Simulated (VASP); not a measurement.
Ta: relaxation of cell and atoms with PBE

Ta:

```
Ta
1.0
    -1.65000    1.65000    1.65000
     1.65000   -1.65000    1.65000
     1.65000    1.65000   -1.65000
Ta
1
Cartesian
  0.0000 0.0000 0.0000
```

- Program: VASP 6.6.1
- Task: relaxation of cell and atoms
- Functional: PBE
- Potentials or basis: VASP PAW PBE potentials, release 64 (Ta_pv)
- Cutoff: 500 eV
- k mesh: 18 × 18 × 18
- Occupations: methfessel-paxton, width 0.1 eV
- Spin: no spin polarisation
- Dipole correction: no
- Further INCAR settings: ALGO = Normal; EDIFF = 1e-07; IBRION = 2; EDIFFG = -0.03; NSW = 60; ISIF = 3

```json
{
  "Relaxed volume": "18.29 Å³/atom",
  "Relaxed cell": "a = 2.875 Å, b = 2.875 Å, c = 2.875 Å, α = 109.47°, β = 109.47°, γ = 109.47°",
  "Space group after relaxing (to 0.1 Å)": "Im-3m (No. 229)",
  "Energy gained by relaxing": "3.4 meV/atom",
  "Ionic steps": "3",
  "Pressure after relaxing": "0.0 GPa",
  "Band gap on the k mesh": "zero (an odd number of electrons rules out a gap without spin polarisation)"
}
```

The path:
| step | energy change (eV) | largest force (eV/Å) | pressure (GPa) | volume (Å³) |
| --- | --- | --- | --- | --- |
| 1 | 0.0000 | 0.0000 | 3.53 | 17.97 |
| 2 | 0.0135 | 0.0000 | -7.17 | 19.02 |
| 3 | -0.0034 | 0.0000 | -0.03 | 18.29 |

Final structure:
```xyz
1
Lattice="-1.6598 1.6598 1.6598 1.6598 -1.6598 1.6598 1.6598 1.6598 -1.6598" Properties=species:S:1:pos:R:3 pbc="T T T"
Ta    0.0000    0.0000    0.0000
```

Levels at points of the mesh, in eV from the Fermi level:
```tsv
k point	band 1	band 2	band 3	band 4	band 5	band 6	band 7	band 8	band 9
(0.00, 0.00, 0.00)	-33.15	-33.15	-33.15	-7.87	0.72	0.72	0.72	3.94	3.94
(0.50, 0.00, 0.00)	-34.26	-33.51	-33.15	-4.32	-1.51	1.50	3.81	4.82	7.63
(0.50, 0.50, 0.50)	-33.93	-33.93	-33.93	-3.73	-3.73	6.70	6.70	6.70	8.50
```

Wall time 78 s on 1 thread of Intel Xeon 8259CL, with other jobs on the host, peak memory 0.18 GiB.

Caveat: spin-orbit coupling is left out, which moves the levels of the heavy elements.
